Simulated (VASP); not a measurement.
# NaCl in VASP: further runs

The runs below take NaCl through single point, with PBEsol.

All numbers are computed with VASP 6.6.1; they aren't measurements. Logs are shortened: lines on timing, memory, paths and dates and some standing lists are left out, and cuts for length are marked.

### Step 1. The cell of the first run

It takes space group Cm (No. 8, monoclinic). Conventional cell: a = 4.957 Å, b = 4.858 Å, c = 3.516 Å, α = 90.00°, β = 90.47°, γ = 90.00°. Na (site symmetry m) has 8 Cl at 2.89 to 3.17 Å and 6 Na at 3.47 to 3.52 Å within 3.8 Å. Within 3.8 Å of Cl (site symmetry m) lie 8 Na at 2.89 to 3.17 Å and 6 Cl at 3.47 to 3.52 Å.

### Step 2. Single point, PBEsol (strained and its atoms moved)

Input file INCAR:

```
SYSTEM = NaCl
ALGO = Normal
EDIFF = 1E-7
ENCUT = 520
GGA = PS
ISIF = 2
ISMEAR = 0
LASPH = .True.
LCHARG = .False.
LREAL = .False.
LWAVE = .False.
NBANDS = 14
NELM = 60
PREC = Accurate
SIGMA = 0.02
```

Input file KPOINTS:

```
k-points
0
Gamma
  6 6 6
  0 0 0
```

Input file POSCAR:

```
NaCl
1.0
    3.4701799834      0.0350219000      0.0102614167
    0.0350219000      3.4701799834      0.0102614167
    0.0102614167      0.0102614167      3.5164088914
Na Cl
1 1
Direct
   -0.0028694791     -0.0028694791      0.0282637240
    0.5028694791      0.5028694791      0.4717362760
```

Potentials or basis: VASP PAW PBE potentials, release 64 (Na_pv, Cl).

Launch:

```sh
cat potpaw_PBE.64/Na_pv/POTCAR potpaw_PBE.64/Cl/POTCAR > POTCAR
mpirun -np 1 vasp_std > vasp.out
```

OUTCAR:

```text
SYSTEM = NaCl
   EDIFF = 1E-7
   ENCUT = 520
   GGA = PS
   ISIF = 2
   ISMEAR = 0
   LASPH = .True.
   LREAL = .False.
   NELM = 60
   PREC = Accurate

 ion  position               nearest neighbor table
   1  0.997  0.997  0.028-
   2  0.503  0.503  0.472-

  LATTYP: Found a base centered monoclinic cell.
 ALAT       =     4.9571465253
 B/A-ratio  =     0.9800087864
 C/A-ratio  =     0.7093675399
 COS(beta)  =    -0.0082668346

  Lattice vectors:

 A1 = (  -3.4701799834,  -0.0350219000,  -0.0102614167)
 A2 = (  -0.0350219000,  -3.4701799834,  -0.0102614167)
 A3 = (   0.0102614167,   0.0102614167,   3.5164088914)

Analysis of symmetry for initial positions (statically):
=====================================================================
 Subroutine PRICEL returns:
 Original cell was already a primitive cell.

 Routine SETGRP: Setting up the symmetry group for a
 base centered monoclinic supercell.

 Subroutine GETGRP returns: Found  2 space group operations
 (whereof  2 operations were pure point group operations)
 out of a pool of  4 trial point group operations.

The static configuration has the point symmetry C_1h.

Analysis of symmetry for dynamics (positions and initial velocities):
=====================================================================
 Subroutine PRICEL returns:
 Original cell was already a primitive cell.

 Routine SETGRP: Setting up the symmetry group for a
 base centered monoclinic supercell.

 Subroutine GETGRP returns: Found  2 space group operations
 (whereof  2 operations were pure point group operations)
 out of a pool of  4 trial point group operations.

The dynamic configuration has the point symmetry C_1h.

 Subroutine INISYM returns: Found  2 space group operations
 (whereof  2 operations are pure point group operations),
 and found     1 'primitive' translations

----------------------------------------------------------------------------------------

                                     Primitive cell

  volume of cell :      42.3401

  direct lattice vectors                    reciprocal lattice vectors
     3.470179983  0.035021900  0.010261417     0.288201282 -0.002906136 -0.000832535
     0.035021900  3.470179983  0.010261417    -0.002906136  0.288201282 -0.000832535
     0.010261417  0.010261417  3.516408891    -0.000832535 -0.000832535  0.284385894

  length of vectors
     3.470371875  3.470371875  3.516438836     0.288217137  0.288217137  0.284388331

  position of ions in fractional coordinates (direct lattice)
     0.997130521  0.997130521  0.028263724
     0.502869479  0.502869479  0.471736276

  ion indices of the primitive-cell ions
   primitive index   ion index
                 1           1
                 2           2

----------------------------------------------------------------------------------------

 KPOINTS: k-points

Automatic generation of k-mesh.
 Grid dimensions read from file:
 generate k-points for:    6    6    6

 Generating k-lattice:

  Cartesian coordinates                     Fractional coordinates (reciprocal lattice)
     0.048033547 -0.000484356 -0.000138756     0.166666667 -0.000000000 -0.000000000
    -0.000484356  0.048033547 -0.000138756    -0.000000000  0.166666667 -0.000000000
    -0.000138756 -0.000138756  0.047397649    -0.000000000 -0.000000000  0.166666667

  Length of vectors
     0.048036189  0.048036189  0.047398055

  Shift w.r.t. Gamma in fractional coordinates (k-lattice)
     0.000000000  0.000000000  0.000000000

 Subroutine IBZKPT returns following result:
 ===========================================

 Found     68 irreducible k-points:

 Following reciprocal coordinates:
            Coordinates               Weight
  0.000000  0.000000  0.000000      1.000000
  0.166667  0.000000  0.000000      4.000000
  0.333333  0.000000  0.000000      4.000000
  0.500000  0.000000  0.000000      2.000000
  0.166667  0.166667  0.000000      2.000000
  0.333333  0.166667  0.000000      4.000000
[... 16 lines left out ...]
 -0.333333  0.166667  0.166667      4.000000
 -0.166667  0.166667  0.166667      4.000000
 [... further k-points ...]
   k-points           NKPTS =     68   k-points in BZ     NKDIM =     68   number of bands    NBANDS=     14
   number of dos      NEDOS =    301   number of ions     NIONS =      2
   total plane-waves  NPLWV =  21952
   dimension x,y,z NGX =    28 NGY =   28 NGZ =   28
   dimension x,y,z NGXF=    56 NGYF=   56 NGZF=   56
   ions per type =               1   1
   NGX,Y,Z   is equivalent  to a cutoff of  13.41, 13.41, 13.24 a.u.
   NGXF,Y,Z  is equivalent  to a cutoff of  26.83, 26.83, 26.48 a.u.
 SYSTEM =  NaCl
   PREC   = accura    normal or accurate (medium, high low for compatibility)
   ISTART =      0    job   : 0-new  1-cont  2-samecut
   ICHARG =      2    charge: 1-file 2-atom 10-const
   ISPIN  =      1    spin polarized calculation?
   LNONCOLLINEAR =      F non collinear calculations
   LSORBIT =      F    spin-orbit coupling
   LASPH  =      T    aspherical Exc in radial PAW
   ENCUT  =  520.0 eV  38.22 Ry    6.18 a.u.   6.45  6.45  6.54*2*pi/ulx,y,z
   NELM   =     60;   NELMIN=  2; NELMDL= -5     # of ELM steps
   EDIFF  = 0.1E-06   stopping-criterion for ELM
   LREAL  =      F    real-space projection
   EDIFFG = 0.1E-05   stopping-criterion for IOM
   NSW    =      0    number of steps for IOM
   IBRION =     -1    ionic relax: 0-MD 1-quasi-New 2-CG
   NFREE  =      0    steps in history (QN), initial steepest desc. (CG)
   ISIF   =      2    stress and relaxation
   ISYM   =      2    0-nonsym 1-usesym 2-fastsym
   POTIM  = 0.5000    time-step for ionic-motion
   TEBEG  =    0.0;   TEEND  =   0.0 temperature during run
   PSTRESS=    0.0 pullay stress
   NELECT =      14.0000    total number of electrons
   NUPDOWN=      -1.0000    fix difference up-down
   EMIN   =  10.00;   EMAX   =-10.00  energy-range for DOS
   EFERMI =   0.00;   METHOD = LEGACY
   ISMEAR =     0;   SIGMA  =   0.02  broadening in eV -4-tet -1-fermi 0-gaus
   EFERMI_NEDOS =   21; number of points for ismear=-14 and -15
   IALGO  =     38    algorithm
   IMIX   =      4    mixing-type and parameters
     AMIX     =   0.40;   BMIX     =  1.00
     AMIX_MAG =   1.60;   BMIX_MAG =  1.00
  volume/ion in A,a.u.               =      21.17       142.86
  Fermi-wavevector in a.u.,A,eV,Ry     =   1.132053  2.139271 17.436479  1.281545
  Thomas-Fermi vector in A             =   2.268754
   LORBIT       =      0    0 simple, 1 ext, 2 COOP (PROOUT), +10 PAW based schemes
   GGA     = PS    functional components
   LHFCALC =     F    Hartree Fock is set to
   AEXX    =    0.0000 exact exchange contribution
   IVDW    =     0    specifies the selected vdW correction
   LEPSILON=     F    determine dielectric tensor
   LRPA    =     F    only Hartree local field effects (RPA)
 non-spin polarized calculation
 Gauss-broadening in eV      SIGMA  =   0.02
  energy-cutoff  :      520.00
  volume of cell :       42.34
 maximum number of plane-waves:      1165
 NGX is ok and might be reduce to    28
   NGX = 13   NGY = 13   NGZ = 13

 number of electron      14.0000004 magnetization

 Free energy of the ion-electron system (eV)
  ---------------------------------------------------
  ext. energy  EPLUGINS =         0.00000000
  ---------------------------------------------------
  free energy    TOTEN  =        -6.71812091 eV

  energy without entropy =       -6.71812091  energy(sigma->0) =       -6.71812091

 E-fermi :   0.6346     XC(G=0):  -8.6402

 val. band max:        0.4761007749   @ k =   0.5000   0.0000   0.5000
 cond. band min:       4.3584857314   @ k =   0.0000   0.0000   0.0000
 fundamental gap:      3.8823849565
 Fermi energy:         0.6346127333

 k-point     1 :       0.0000    0.0000    0.0000
  band No.  band energies     occupation
      1     -21.3804      2.00000
      2     -21.3789      2.00000
      3     -21.3762      2.00000
      4     -12.9591      2.00000
      5      -0.1213      2.00000
      6      -0.0468      2.00000
      7       0.0118      2.00000
      8       4.3585      0.00000
      9       8.8490      0.00000
     10       8.9139      0.00000
     11      15.9614      0.00000
     12      16.1680      0.00000
     13      16.2948      0.00000
     14      16.4630      0.00000

 k-point     2 :       0.1667    0.0000    0.0000
  band No.  band energies     occupation
      1     -21.3898      2.00000
      2     -21.3790      2.00000
      3     -21.3764      2.00000
      4     -12.8674      2.00000
      5      -0.8602      2.00000
      6      -0.0581      2.00000
      7       0.0423      2.00000
      8       5.0913      0.00000
      9       9.1688      0.00000
     10       9.4824      0.00000
     11      14.1898      0.00000
     12      14.4345      0.00000
     13      15.6411      0.00000
     14      16.6204      0.00000

 k-point     3 :       0.3333    0.0000    0.0000
  band No.  band energies     occupation
      1     -21.4134      2.00000
      2     -21.3768      2.00000
      3     -21.3743      2.00000
      4     -12.6725      2.00000
      5      -2.0937      2.00000
      6       0.0728      2.00000
      7       0.1642      2.00000
      8       6.3580      0.00000
      9       9.7049      0.00000
     10      10.0211      0.00000
     11      12.6828      0.00000
     12      12.9298      0.00000
     13      14.8397      0.00000
     14      16.3927      0.00000
[... 324 lines left out ...]
 k-point    23 :      -0.3333    0.1667    0.1667
  band No.  band energies     occupation
      1     -21.4094      2.00000
      2     -21.3859      2.00000
      3     -21.3832      2.00000
      4     -12.5283      2.00000
      5      -1.8488      2.00000
      6      -0.5332      2.00000
      7      -0.3995      2.00000
      8       7.2996      0.00000
      9       9.5259      0.00000
     10      10.0450      0.00000
     11      12.1378      0.00000
     12      12.7910      0.00000
     13      13.7720      0.00000
     14      17.5885      0.00000

 k-point    24 :      -0.1667    0.1667    0.1667
  band No.  band energies     occupation
      1     -21.3892      2.00000
      2     -21.3874      2.00000
      3     -21.3852      2.00000
      4     -12.7034      2.00000
      5      -0.9416      2.00000
      6      -0.5766      2.00000
      7      -0.5190      2.00000
      8       6.3744      0.00000
      9       9.9510      0.00000
     10       9.9874      0.00000
     11      12.5222      0.00000
     12      13.3036      0.00000
     13      13.4941      0.00000
     14      17.9075      0.00000

 [... further k-points ...]
[... 5 lines left out ...]
  --------------------------------------------------------------------------------------
  -------------------------------------------------------------------------------------
  Total       -0.0633139     -0.0633139     -0.3108760      0.0049964     -0.0104154     -0.0104154
  in kB       -2.3958409     -2.3958409    -11.7637565      0.1890655     -0.3941267     -0.3941263
  external PRESSURE =      -5.5184794 kB  Pullay stress =       0.0000000 kB

 VOLUME and BASIS-vectors are now :
 -----------------------------------------------------------------------------
  energy-cutoff  :      520.00
  volume of cell :       42.34
      direct lattice vectors                 reciprocal lattice vectors
     3.470179983  0.035021900  0.010261417     0.288201282 -0.002906136 -0.000832535
     0.035021900  3.470179983  0.010261417    -0.002906136  0.288201282 -0.000832535
     0.010261417  0.010261417  3.516408891    -0.000832535 -0.000832535  0.284385894

 POSITION                                       TOTAL-FORCE (eV/Angst)
 -----------------------------------------------------------------------------------
      3.49543      3.49543      0.11985         0.012398      0.012398     -0.074020
      1.76750      1.76750      1.66914        -0.012398     -0.012398      0.074020
 -----------------------------------------------------------------------------------
    total drift:                               -0.000260     -0.000260     -0.000208

  FREE ENERGIE OF THE ION-ELECTRON SYSTEM (eV)
  ---------------------------------------------------
  free  energy   TOTEN  =        -6.7181209090 eV

  energy  without entropy=       -6.7181209090  energy(sigma->0) =       -6.71812091
```

Wall time 33 s (1 thread of AMD EPYC 9R45 (Zen 5), shared host); peak memory 0.13 GiB.

Results:

* Free energy: -6.7181 eV
* Pressure: -0.6 GPa
* Largest force: 0.076 eV/Å
* Band gap on the k mesh: 3.88 eV, indirect (least direct gap 4.35 eV)

Forces on the atoms (eV/Å):
```
Na   0.012  0.012 -0.074
Cl  -0.012 -0.012  0.074
```

Caveat: the cell differs from its parent crystal (strained and its atoms moved); the PAW data sets were made with another functional, which shifts forces and pressure a little. A k mesh can miss the band edges.

### Step 3. Single point, PBEsol (atoms moved at random and the cell strained at random)

Input file INCAR:

```
SYSTEM = NaCl
ALGO     = Normal         ! electronic algorithm
EDIFF    = 1E-7           ! SCF threshold, eV
ENCUT    = 520            ! plane-wave cutoff, eV
GGA      = PS             ! functional
ISIF     = 2              ! what is computed and relaxed
ISMEAR   = 0              ! smearing method
LASPH    = .TRUE.         ! aspherical terms in the spheres
LCHARG   = .FALSE.        ! write CHGCAR
LREAL    = .FALSE.        ! projectors in reciprocal space
LWAVE    = .FALSE.        ! write WAVECAR
NBANDS   = 14             ! bands
NELM     = 100            ! most SCF steps
PREC     = Accurate       ! precision mode
SIGMA    = 0.02           ! smearing width, eV
```

Input file KPOINTS:

```
k-points
0
G
  6 6 6
  0 0 0
```

Input file POSCAR:

```
NaCl
1.0
    3.6149955399     -0.0350219000      0.0075297085
   -0.0350219000      3.6353082419     -0.0043076937
    0.0075297085     -0.0043076937      3.6015121084
Na Cl
1 1
Direct
   -0.0003483535     -0.0428246326     -0.0006795748
    0.5003483535      0.5428246326      0.5006795748
```

Potentials or basis: VASP PAW PBE potentials, release 64 (Na_pv, Cl).

Launch:

```sh
cat potpaw_PBE.64/Na_pv/POTCAR potpaw_PBE.64/Cl/POTCAR > POTCAR
mpirun -np 1 vasp_std > vasp.out
```

It took 68 s on 1 thread of Intel Xeon 6975P-C, shared host; peak memory 0.2 GiB.

The run converged. Its results:

```yaml
Free_energy: -6.6655 eV
Pressure: -2.5 GPa
Largest_force: 0.016 eV/Å
Band_gap_on_the_k_mesh: 3.60 eV, indirect (least direct gap 4.01 eV)
```

Forces in eV/Å, atoms in the order of the input:
```
Na   0.015 -0.003  0.002
Cl  -0.015  0.003 -0.002
```

Stress tensor (GPa, compression positive):
```
-2.55 -0.07  0.01
-0.07 -2.55  0.00
 0.01  0.00 -2.33
```

Levels at points of the mesh, in eV from the valence-band top:
| k point | band 3 | band 4 | band 5 | band 6 | band 7 | band 8 | band 9 | band 10 | band 11 | band 12 |
| --- | --- | --- | --- | --- | --- | --- | --- | --- | --- | --- |
| (0.00, 0.00, 0.00) | -21.93 | -13.06 | -0.47 | -0.42 | -0.40 | 3.60 | 8.51 | 8.56 | 14.56 | 14.82 |
| (0.50, 0.00, 0.00) | -21.93 | -12.78 | -2.59 | -0.23 | -0.20 | 6.51 | 7.85 | 10.34 | 11.41 | 11.61 |
| (0.00, 0.50, 0.00) | -21.93 | -12.80 | -2.55 | -0.24 | -0.21 | 6.53 | 7.87 | 10.25 | 11.58 | 11.64 |
| (0.50, 0.50, 0.00) | -21.93 | -12.58 | -2.02 | -1.94 | 0.00 | 5.42 | 9.55 | 10.23 | 10.52 | 12.42 |
| (0.00, 0.00, 0.50) | -21.93 | -12.77 | -2.59 | -0.25 | -0.20 | 6.51 | 7.87 | 10.34 | 11.40 | 11.56 |
| (0.50, 0.00, 0.50) | -21.94 | -12.56 | -2.00 | -1.98 | -0.01 | 5.51 | 9.58 | 10.26 | 10.31 | 12.44 |
| (0.00, 0.50, 0.50) | -21.93 | -12.57 | -2.01 | -1.94 | -0.02 | 5.44 | 9.52 | 10.25 | 10.48 | 12.38 |
| (0.50, 0.50, 0.50) | -21.95 | -12.36 | -1.63 | -1.62 | -1.56 | 6.95 | 7.02 | 7.11 | 10.86 | 14.76 |

Caveat: the cell differs from its parent crystal (atoms moved at random and the cell strained at random); the PAW data sets were made with another functional, which shifts forces and pressure a little. A k mesh can miss the band edges.

### Step 4. Single point, PBEsol

This run uses another cell than the first one, of 23.01 Å³/atom, 1.087 times its volume.

Input file INCAR:

```
PREC     = Accurate       # precision mode
ENCUT    = 500            # plane-wave cutoff, eV
EDIFF    = 1E-6           # SCF threshold, eV
ISMEAR   = -1             # smearing method
SIGMA    = 0.02           # smearing width, eV
LREAL    = F              # projectors in reciprocal space
LASPH    = T              # aspherical terms in the spheres
NELM     = 120            # most SCF steps
ALGO     = Normal         # electronic algorithm
ISIF     = 2              # what is computed and relaxed
LWAVE    = F              # write WAVECAR
LCHARG   = T              # write CHGCAR
GGA      = PS             # functional
LELF     = T              # ELF
LVHAR    = T            
NBANDS   = 14             # bands
GGA_COMPAT= F
```

Input file KPOINTS:

```
regular mesh
0
Gamma
  6 6 6
```

Input file POSCAR:

```
NaCl
1.0
    3.6009517580      0.0000000000      0.0000000000
    0.0000000000      3.6009517580      0.0000000000
    0.0000000000      0.0000000000      3.5484189080
Na Cl
1 1
Direct
    0.0000000000      0.0000000000      0.0285535622
    0.5000000000      0.5000000000      0.4714464378
```

Launch:

```sh
cat potpaw_PBE.64/Na_pv/POTCAR potpaw_PBE.64/Cl/POTCAR > POTCAR
mpirun -np 1 vasp_std > vasp.out
```

Run time: 14 s. Hardware: 1 thread of AMD EPYC 9R45 (Zen 5), shared host; peak memory 0.13 GiB.

The run converged. Its results:

| Quantity | Value |
| --- | --- |
| Free energy | -6.6837 eV |
| Pressure | -2.3 GPa |
| Largest force | 0.015 eV/Å |
| Band gap on the k mesh | 3.59 eV, indirect (least direct gap 4.01 eV) |

Forces on the atoms (eV/Å):
```
Na   0.000  0.000 -0.015
Cl   0.000  0.000  0.015
```

Stress tensor (GPa, compression positive):
```
-2.69  0.00  0.00
 0.00 -2.69  0.00
 0.00  0.00 -1.63
```

Levels at points of the mesh, in eV from the valence-band top:
| k point | band 4 | band 5 | band 6 | band 7 | band 8 | band 9 | band 10 | band 11 |
| --- | --- | --- | --- | --- | --- | --- | --- | --- |
| (0.00, 0.00, 0.00) | -13.21 | -0.55 | -0.55 | -0.42 | 3.59 | 8.34 | 8.53 | 14.84 |
| (0.50, 0.00, 0.00) | -12.91 | -2.77 | -0.34 | -0.21 | 6.51 | 7.94 | 10.32 | 11.43 |
| (0.50, 0.50, 0.00) | -12.69 | -2.15 | -2.15 | 0.00 | 5.34 | 9.65 | 10.40 | 10.40 |
| (0.00, 0.00, 0.50) | -12.89 | -2.75 | -0.32 | -0.32 | 6.48 | 8.05 | 10.26 | 11.49 |
| (0.50, 0.00, 0.50) | -12.66 | -2.14 | -2.11 | -0.10 | 5.40 | 9.48 | 10.38 | 10.44 |
| (0.50, 0.50, 0.50) | -12.44 | -1.75 | -1.73 | -1.73 | 6.93 | 6.93 | 6.93 | 11.04 |

Caveat: the PAW data sets were made with another functional, which shifts forces and pressure a little. As with any semilocal functional, this PBEsol gap is likely too small.

### Step 5. The runs side by side

| cell | cutoff (eV) | smearing | gap on the mesh (eV) | pressure (GPa) | largest force (eV/Å) |
| --- | --- | --- | --- | --- | --- |
| a = 3.470, b = 3.470, c = 3.516 Å, angles 89.7, 89.7, 88.8°, 2 atoms | 520 | gaussian 0.02 eV | 3.88 | -0.6 | 0.08 |
| a = 3.615, b = 3.635, c = 3.602 Å, angles 90.1, 89.8, 91.1°, 2 atoms | 520 | gaussian 0.02 eV | 3.60 | -2.5 | 0.02 |
| a = 3.601, b = 3.601, c = 3.548 Å, 2 atoms | 500 | fermi-dirac 0.02 eV | 3.59 | -2.3 | 0.02 |

Alike in all rows: task single point; level PBEsol; potentials or basis VASP PAW PBE potentials, release 64 (Na_pv, Cl); no spin polarisation; k mesh 6 × 6 × 6.

Caveats: the PAW data sets were made with another functional, which shifts forces and pressure a little.

Total energies depend on the potentials used, so only differences within one code and one set of settings carry meaning.
